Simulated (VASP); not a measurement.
Set up this calculation in VASP 6.6.1, as the native input.

* Task: single point
* Functional: PBE
* Potentials or basis: VASP PAW PBE potentials, release 64 (Ba_sv, Mn_pv, Li_sv, F)
* Cutoff: 750 eV
* k mesh: 4 × 4 × 2
* Occupations: tetrahedron
* Spin: no spin polarisation
* Dipole correction: no
* Further INCAR settings: ALGO = Normal; EDIFF = 1e-06; NBANDS = 43

The structure of BaLiMnF lies in POSCAR:

```
BaLiMnF
1.0
    4.1049053830      0.0000000000      0.0000000000
    0.0000000000      4.1049053830      0.0000000000
    0.0000000000      0.0000000000      9.5355845735
Ba Mn Li F
2 2 2 2
Direct
    0.2500000000      0.2500000000      0.3264253401
    0.7500000000      0.7500000000      0.6735746599
    0.2500000000      0.7500000000      0.0000000000
    0.7500000000      0.2500000000      0.0000000000
    0.7500000000      0.7500000000      0.1442862533
    0.2500000000      0.2500000000      0.8557137467
    0.2500000000      0.7500000000      0.5000000000
    0.7500000000      0.2500000000      0.5000000000
```

The input as run:

INCAR

```
SYSTEM = BaLiMnF
PREC = Accurate
ENCUT = 750
EDIFF = 1E-6
ISMEAR = -5
SIGMA = 0.1
LREAL = .False.
LASPH = .True.
NELM = 120
ALGO = Normal
ISIF = 2
LWAVE = .False.
LCHARG = .True.
GGA = PE
LELF = .True.
LVHAR = .True.
NBANDS = 43
GGA_COMPAT = .False.
```

KPOINTS

```
regular mesh
0
Gamma
  4 4 2
  0 0 0
```

Potentials or basis: VASP PAW PBE potentials, release 64 (Ba_sv, Mn_pv, Li_sv, F).

Run with:

```console
$ cat potpaw_PBE.64/Ba_sv/POTCAR potpaw_PBE.64/Mn_pv/POTCAR potpaw_PBE.64/Li_sv/POTCAR potpaw_PBE.64/F/POTCAR > POTCAR
$ mpirun -np 1 vasp_std > vasp.out
```

Results of the run:

```json
{"Pressure": "0.5 GPa", "Largest force": "0.138 eV/Å", "Band gap on the k mesh": "zero (bands 33 and 34 overlap by 0.57 eV)"}
```

Caveat: the k points lie up to 0.38 Å⁻¹ apart, too coarse for converged energies and pressures of a metal; spin-orbit coupling is left out, which moves the levels of the heavy elements; the run has no spin polarisation, though such a crystal can be magnetic; tetrahedron occupations give inexact forces and stress in metals.

Run time: 6.9 min on 1 thread of Intel Xeon 8259CL (shared host), peak memory 0.46 GiB.
